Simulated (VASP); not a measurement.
AgBr, 2 atoms in the cell. Symmetry: Fm-3m, No. 225, cubic system. Conventional cell: a = 5.784 Å, b = 5.784 Å, c = 5.784 Å, α = 90.00°, β = 90.00°, γ = 90.00°. Within 3.8 Å of Ag (site symmetry m-3m) lie 6 Br at 2.89 Å. Within 3.8 Å of Br (site symmetry m-3m) lie 6 Ag at 2.89 Å. 

```yaml
Program: VASP 6.6.1
Task: single point
Functional: PBE
Potentials_or_basis: VASP PAW PBE potentials, release 64 (Ag, Br)
Cutoff: 500 eV
k_mesh: 7 × 7 × 7
Occupations: fermi-dirac, width 0.02 eV
Spin: non-collinear spin, zero start, spin-orbit coupling
Starting_moments: "[[0.0, 0.0, 0.0], [0.0, 0.0, 0.0]] μB"
Dipole_correction: no
Further_INCAR_settings: ALGO = Normal; EDIFF = 1e-06; NBANDS = 30
```

Potentials or basis: VASP PAW PBE potentials, release 64 (Ag, Br).

Command:

```sh
$ cat potpaw_PBE.64/Ag/POTCAR potpaw_PBE.64/Br/POTCAR > POTCAR
$ mpirun -np 1 vasp_ncl > vasp.out
```

Hardware: 1 thread of AMD EPYC 7R13 Processor (Zen 3) (shared host).

How long does it take, and how much memory?

Run time: 44 s on 1 thread of AMD EPYC 7R13 Processor (Zen 3) (shared host), peak memory 0.25 GiB. Counts: scf iterations 12, k points 20.
